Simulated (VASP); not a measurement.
# BN in VASP: single point with PBE

Aim: the single point of BN with PBE.

Everything below comes from runs of VASP 6.6.1. Logs are shortened: lines on timing, memory, paths and dates and some standing lists are left out, and cuts for length are marked.

### 1 The cell of the first run

The cell holds a wire or tube with vacuum around it, 14 atoms: a = 12.800 Å, b = 12.200 Å, c = 4.216 Å, α = 90.00°, β = 90.00°, γ = 90.00°.

### 2 Single point, PBE, collinear spin, ferromagnetic start

INCAR

```
PREC = Accurate
ENCUT = 520
EDIFF = 1E-6
ISMEAR = 0
SIGMA = 0.05
LREAL = False
LASPH = True
NELM = 150
ALGO = Normal
ISIF = 2
LWAVE = False
LCHARG = True
ISPIN = 2
MAGMOM = 0.3 0.3 0.3 0.3 0.3 0.3 0.3 0.3 0.3 0.3 0.3 0.3 0.3 0.3
LORBIT = 11
GGA = PE
LELF = True
LVHAR = True
NBANDS = 45
```

KPOINTS

```
regular mesh
0
Gamma
  1 1 8
```

POSCAR

```
BN
1.0
   12.8000000000      0.0000000000      0.0000000000
    0.0000000000     12.2000000000      0.0000000000
    0.0000000000      0.0000000000      4.2155131510
B N
7 7
Direct
    0.4504775010      0.3993111891      0.9868614684
    0.3671665395      0.5506978480      0.9868633829
    0.5575080930      0.5650519411      1.0147065377
    0.3660699792      0.4491100146      0.4830087354
    0.5322788974      0.4410788240      0.4768397487
    0.4425698786      0.6041218564      0.4768393450
    0.6301152165      0.6090277720      0.4332636475
    0.4493830308      0.3821084442      0.6487821720
    0.3524559485      0.5582989924      0.6487861515
    0.5529698282      0.5622995712      0.6392361141
    0.3523567643      0.4407938207      0.1454624944
    0.5472406675      0.4364248519      0.1473473935
    0.4461985827      0.6200564650      0.1473444209
    0.6538442178      0.6234032465      0.1396583880
```

Potentials or basis: VASP PAW PBE potentials, release 64 (B, N).

Command:

```console
$ cat potpaw_PBE.64/B/POTCAR potpaw_PBE.64/N/POTCAR > POTCAR
$ mpirun -np 1 vasp_std > vasp.out
```

OUTCAR:

```text
PREC = Accurate
   ENCUT = 520
   EDIFF = 1E-6
   ISMEAR = 0
   LREAL = False
   LASPH = True
   NELM = 150
   ISIF = 2
   ISPIN = 2
   LORBIT = 11
   GGA = PE

 ion  position               nearest neighbor table
   1  0.450  0.399  0.987-   8 1.44  12 1.48  11 1.51   2 2.13
   2  0.367  0.551  0.987-   9 1.44  13 1.48  11 1.51   1 2.13
   3  0.558  0.565  0.015-  14 1.52  10 1.58  12 1.67  13 1.67   7 2.07
   4  0.366  0.449  0.483-  11 1.44   9 1.51   8 1.51   6 2.13   5 2.13
   5  0.532  0.441  0.477-  12 1.40   8 1.47  10 1.65   4 2.13
   6  0.443  0.604  0.477-  13 1.40   9 1.47  10 1.65   4 2.13
   7  0.630  0.609  0.433-  14 1.29  10 1.43   3 2.07
   8  0.449  0.382  0.649-   1 1.44   5 1.47   4 1.51
   9  0.352  0.558  0.649-   2 1.44   6 1.47   4 1.51
  10  0.553  0.562  0.639-   7 1.43   3 1.58   6 1.65   5 1.65
  11  0.352  0.441  0.145-   4 1.44   1 1.51   2 1.51
  12  0.547  0.436  0.147-   5 1.40   1 1.48   3 1.67
  13  0.446  0.620  0.147-   6 1.40   2 1.48   3 1.67
  14  0.654  0.623  0.140-   7 1.29   3 1.52

  LATTYP: Found a simple orthorhombic cell.
 ALAT       =     4.2155131510
 B/A-ratio  =     2.8940723378
 C/A-ratio  =     3.0364037643

  Lattice vectors:

 A1 = (   0.0000000000,   0.0000000000,  -4.2155131510)
 A2 = (   0.0000000000,  12.2000000000,   0.0000000000)
 A3 = (  12.8000000000,   0.0000000000,   0.0000000000)

Analysis of symmetry for initial positions (statically):
=====================================================================
 Subroutine PRICEL returns:
 Original cell was already a primitive cell.

 Routine SETGRP: Setting up the symmetry group for a
 simple orthorhombic supercell.

 Subroutine GETGRP returns: Found  1 space group operations
 (whereof  1 operations were pure point group operations)
 out of a pool of  8 trial point group operations.

The static configuration has the point symmetry C_1 .

Analysis of symmetry for dynamics (positions and initial velocities):
=====================================================================
 Subroutine PRICEL returns:
 Original cell was already a primitive cell.

 Routine SETGRP: Setting up the symmetry group for a
 simple orthorhombic supercell.

 Subroutine GETGRP returns: Found  1 space group operations
[... 184 lines left out ...]
      2     -21.7969      1.00000
      3     -20.8847      1.00000
      4     -20.1685      1.00000
      5     -19.2524      1.00000
      6     -19.0531      1.00000
[... 204 lines left out ...]
     39       3.7823      0.00000
     40       3.8596      0.00000
 Fermi energy:        -4.5258707681

 spin component 2

 k-point     1 :       0.0000    0.0000    0.0000
  band No.  band energies     occupation
      1     -23.7593      1.00000
      2     -21.7969      1.00000
      3     -20.8847      1.00000
      4     -20.1685      1.00000
      5     -19.2524      1.00000
      6     -19.0531      1.00000
[... 204 lines left out ...]
     39       3.7787      0.00000
     40       3.8563      0.00000
 [bands above 40 left out]

------------------------ aborting loop because EDIFF is reached ----------------------------------------

  FORCE on cell =-STRESS in cart. coord.  units (eV):
  Direction    XX          YY          ZZ          XY          YZ          ZX
  --------------------------------------------------------------------------------------
  -------------------------------------------------------------------------------------
  Total        0.0658160      0.0010642      0.1579265      0.0608749      0.0002567      0.0006304
  in kB        0.1601850      0.0025902      0.3843664      0.1481592      0.0006247      0.0015342
  external PRESSURE =       0.1823805 kB  Pullay stress =       0.0000000 kB

 VOLUME and BASIS-vectors are now :
 -----------------------------------------------------------------------------
  energy-cutoff  :      520.00
  volume of cell :      658.29
      direct lattice vectors                 reciprocal lattice vectors
    12.800000000  0.000000000  0.000000000     0.078125000  0.000000000  0.000000000
     0.000000000 12.200000000  0.000000000     0.000000000  0.081967213  0.000000000
     0.000000000  0.000000000  4.215513151     0.000000000  0.000000000  0.237219044

 POSITION                                       TOTAL-FORCE (eV/Angst)
 -----------------------------------------------------------------------------------
      5.76611      4.87160      4.16013         0.004326     -0.038606     -0.016874
      4.69973      6.71851      4.16014        -0.031275      0.023278     -0.016849
      7.13610      6.89363      0.06200        -0.001263     -0.000518     -0.046412
      4.68570      5.47914      2.03613        -0.038290     -0.022038     -0.001573
      6.81317      5.38116      2.01012         0.026854      0.000240      0.022673
      5.66489      7.37029      2.01012         0.013656      0.023052      0.022543
      8.06547      7.43014      1.82643         0.035868      0.020510      0.009748
      5.75210      4.66172      2.73495        -0.001463     -0.006541      0.007988
      4.51144      6.81125      2.73497        -0.006837      0.001208      0.008011
      7.07801      6.86005      2.69471        -0.013951     -0.008252     -0.005445
      4.51017      5.37768      0.61320        -0.006617     -0.003592      0.005217
      7.00468      5.32438      0.62114         0.002227      0.008851      0.001155
      5.71134      7.56469      0.62113         0.008512     -0.002583      0.001136
      8.36921      7.60552      0.58873         0.008254      0.004992      0.008682
 -----------------------------------------------------------------------------------
    total drift:                               -0.000064      0.000199      0.000021

  FREE ENERGIE OF THE ION-ELECTRON SYSTEM (eV)
  ---------------------------------------------------
  free  energy   TOTEN  =      -110.3180117905 eV

  energy  without entropy=     -110.3180117905  energy(sigma->0) =     -110.31801179

 total charge

# of ion       s       p       d       tot
------------------------------------------
    1        0.729   1.332   0.000   2.061
    2        0.729   1.332   0.000   2.061
    3        0.644   1.214   0.000   1.859
    4        0.722   1.307   0.000   2.029
    5        0.720   1.312   0.000   2.032
    6        0.720   1.312   0.000   2.032
    7        0.803   1.397   0.000   2.200
    8        1.227   2.735   0.000   3.962
    9        1.227   2.736   0.000   3.962
   10        1.224   2.697   0.000   3.920
   11        1.225   2.724   0.000   3.949
   12        1.229   2.700   0.000   3.929
   13        1.229   2.700   0.000   3.929
   14        1.263   2.610   0.000   3.873
--------------------------------------------------
tot         13.690  28.107   0.000  41.798

 magnetization (x)

# of ion       s       p       d       tot
------------------------------------------
    1        0.000   0.000   0.000   0.000
    2        0.000   0.000   0.000   0.000
    3        0.000   0.000   0.000   0.000
    4        0.000   0.000   0.000   0.000
    5        0.000   0.000   0.000   0.000
    6       -0.000   0.000   0.000   0.000
    7        0.000   0.000   0.000   0.000
    8        0.000   0.000   0.000   0.000
    9       -0.000   0.000   0.000   0.000
   10       -0.000   0.000   0.000   0.000
   11        0.000   0.000   0.000   0.000
   12        0.000   0.000   0.000   0.000
   13        0.000   0.000   0.000   0.000
   14        0.000   0.000   0.000   0.000
--------------------------------------------------
tot          0.000   0.000   0.000   0.000
```

stdout:

```text
POSCAR found type information on POSCAR B N
 POSCAR found :  2 types and      14 ions
 scaLAPACK will be used
 LDA part: xc-table for (Slater+PW92), standard interpolation
 POSCAR, INCAR and KPOINTS ok, starting setup
 FFT: planning ... GRIDC
 FFT: planning ... GRID_SOFT
 FFT: planning ... GRID
 WAVECAR not read
 entering main loop
```

Wall time 24 min (1 thread of Intel Xeon 8259CL, shared host); peak memory 0.95 GiB.

Results:

| Property | Result |
| --- | --- |
| Free energy | -110.3180 eV |
| Largest force | 0.046 eV/Å |
| Band gap on the k mesh | 1.75 eV |
| Net moment | 0.00 μB per cell |
| Valence electrons inside the program's atomic spheres | B 2.06, 1.86, 2.03, 2.20 (each value once); N 3.96, 3.92, 3.95, 3.93, 3.87 (each value once) |

Forces on the atoms (eV/Å):
```
B    0.004 -0.039 -0.017
B   -0.031  0.023 -0.017
B   -0.001 -0.001 -0.046
B   -0.038 -0.022 -0.002
B    0.027  0.000  0.023
B    0.014  0.023  0.023
B    0.036  0.021  0.010
N   -0.001 -0.007  0.008
N   -0.007  0.001  0.008
N   -0.014 -0.008 -0.005
N   -0.007 -0.004  0.005
N    0.002  0.009  0.001
N    0.009 -0.003  0.001
N    0.008  0.005  0.009
```
